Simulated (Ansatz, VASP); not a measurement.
# Ru in VASP and in Ansatz

```
Ru
1.0
     2.52660    0.00000    0.00000
     0.00000    2.52660    0.00000
     0.00000    0.00000    2.52660
Ru
1
Cartesian
  0.0000 0.0000 0.0000
```

Alike in both runs: functional RPBE; k mesh 13 × 13 × 13; occupations fermi-dirac, width 0.1 eV; no spin polarisation.

Ansatz relaxed the structure, and its values are those at the end. VASP's run is a single point on that final structure, the one shown.

|  | VASP | Ansatz |
| --- | --- | --- |
| version | VASP 6.6.1 | Ansatz 0.2.0 |
| potentials or method | VASP PAW PBE potentials, release 64 (Ru_pv), cutoff 520 eV | plane waves (420 eV) with PAW, scalar-relativistic |
| valence electrons in the cell | 14 | 16 |

|  | VASP | Ansatz | Ansatz less VASP |
| --- | --- | --- | --- |
| pressure (GPa) | 0.0 | 0.0 | -0.08 |

VASP's potentials were made for PBE, not for RPBE. VASP's potentials hold 14 valence electrons a cell and Ansatz's 16, so a difference there can come from the potentials and not from the codes.
